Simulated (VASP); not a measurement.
Wanted: the native input for a VASP 6.6.1 run.

```yaml
Task: relaxation of cell and atoms
Functional: PBE
Potentials_or_basis: VASP PAW PBE potentials, release 64 (Be)
Cutoff: 600 eV
k_mesh: 10 × 10 × 6
Occupations: methfessel-paxton, width 0.1 eV
Spin: no spin polarisation
Target_pressure: 10 GPa
Dipole_correction: no
Further_INCAR_settings: ALGO = Normal; EDIFF = 1e-07; IBRION = 2; EDIFFG = -0.01; NSW = 80; ISIF = 3
```

The structure of Be lies in POSCAR:

```
Be
1.0
    2.2500000000      0.0000000000      0.0000000000
   -1.1250000000      1.9485571585      0.0000000000
    0.0000000000      0.0000000000      3.6742500000
Be
2
Direct
    0.3333333333      0.6666666667      0.2500000000
    0.6666666667      0.3333333333      0.7500000000
```

One way to write it, as run:

INCAR

```
PREC     = Accurate       # precision mode
ENCUT    = 600            # plane-wave cutoff, eV
EDIFF    = 1E-7           # SCF threshold, eV
ISMEAR   = 1              # smearing method
SIGMA    = 0.1            # smearing width, eV
LREAL    = F              # projectors in reciprocal space
LASPH    = T              # aspherical terms in the spheres
NELM     = 80             # most SCF steps
ALGO     = Normal         # electronic algorithm
ISIF     = 3              # what is computed and relaxed
LWAVE    = F              # write WAVECAR
LCHARG   = F              # write CHGCAR
GGA      = PE             # functional
IBRION   = 2              # ionic algorithm
NSW      = 80             # ionic steps
EDIFFG   = -0.01          # ionic threshold
PSTRESS  = 100.0
```

KPOINTS

```
regular mesh
0
Gamma
  10 10 6
```

Potentials or basis: VASP PAW PBE potentials, release 64 (Be).

Command:

```bash
$ cat potpaw_PBE.64/Be/POTCAR > POTCAR
$ mpirun -np 1 vasp_std > vasp.out
```

Results of the run:

```yaml
Relaxed_volume: 7.39 Å³/atom
Relaxed_cell: a = 2.222 Å, b = 2.222 Å, c = 3.454 Å, α = 90.00°, β = 90.00°, γ = 120.00°
Space_group_after_relaxing_to_0.1_Å: P6_3/mmc (No. 194)
Energy_change_on_relaxing_the_run_minimises_the_enthalpy: +0.9 meV/atom
Ionic_steps: 4
Pressure_after_relaxing: 10.1 GPa
Band_gap_on_the_k_mesh: zero (bands 2 and 3 overlap by 0.77 eV)
```

Caveat: the cell is relaxed towards a set pressure, so the run minimises the enthalpy, not the energy.

Wall time 19 s on 1 thread of AMD EPYC 7R13, on a shared host, peak memory 0.09 GiB.
